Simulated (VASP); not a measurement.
Write the native input for VASP 6.6.1 that does the following.

```
Task                   : relaxation of cell and atoms
Functional             : LDA
Potentials or basis    : VASP PAW LDA potentials, release 64 (Be, Te)
Cutoff                 : 600 eV
k mesh                 : 8 × 8 × 8
Occupations            : gaussian, width 0.01 eV
Spin                   : no spin polarisation
Target pressure        : 15 GPa
Dipole correction      : no
Further INCAR settings : ALGO = Normal; EDIFF = 1e-06; IBRION = 2; EDIFFG = -0.002; NSW = 100; ISIF = 3
```

The structure of BeTe lies in POSCAR:

```
BeTe
1.0
    2.7772249638      2.7772249638      0.0000000000
   -2.7772249638      2.7772249638      0.0000000000
    0.0000000000      2.7772249638      2.7772249638
Be Te
1 1
Direct
    0.0000000000      0.0000000000      0.0000000000
    0.7500000000      0.2500000000      0.5000000000
```

The input as run:

INCAR

```
ALGO = Normal
EDIFF = 1E-6
EDIFFG = -0.002
ENCUT = 600
GGA = CA
IBRION = 2
ISIF = 3
ISMEAR = 0
LASPH = T
LCHARG = F
LREAL = F
LWAVE = F
NELM = 60
NSW = 100
PREC = Accurate
PSTRESS = 150.0
SIGMA = 0.01
```

KPOINTS

```
k-points
0
Gamma
  8 8 8
```

Potentials or basis: VASP PAW LDA potentials, release 64 (Be, Te).

The run is started by

```console
$ cat potpaw_LDA.64/Be/POTCAR potpaw_LDA.64/Te/POTCAR > POTCAR
$ mpirun -np 1 vasp_std > vasp.out
```

Results of the run:

* Relaxed volume: 18.18 Å³/atom
* Relaxed cell: a = 3.719 Å, b = 3.719 Å, c = 3.719 Å, α = 60.00°, β = 60.00°, γ = 90.00°
* Space group after relaxing (to 0.1 Å): F-43m (No. 216)
* Energy change on relaxing (the run minimises the enthalpy): +135.5 meV/atom
* Ionic steps: 5
* Pressure after relaxing: 15.0 GPa
* Band gap on the k mesh: 1.31 eV (least direct gap 3.35 eV)

Caveat: the cell is relaxed towards a set pressure, so the run minimises the enthalpy, not the energy; the volume moved by over 15 % at a fixed basis, so the end points are rough; spin-orbit coupling is left out, which moves the levels of the heavy elements.

It took 48 s on 1 thread of Intel Xeon 8259CL (shared host), peak memory 0.17 GiB.
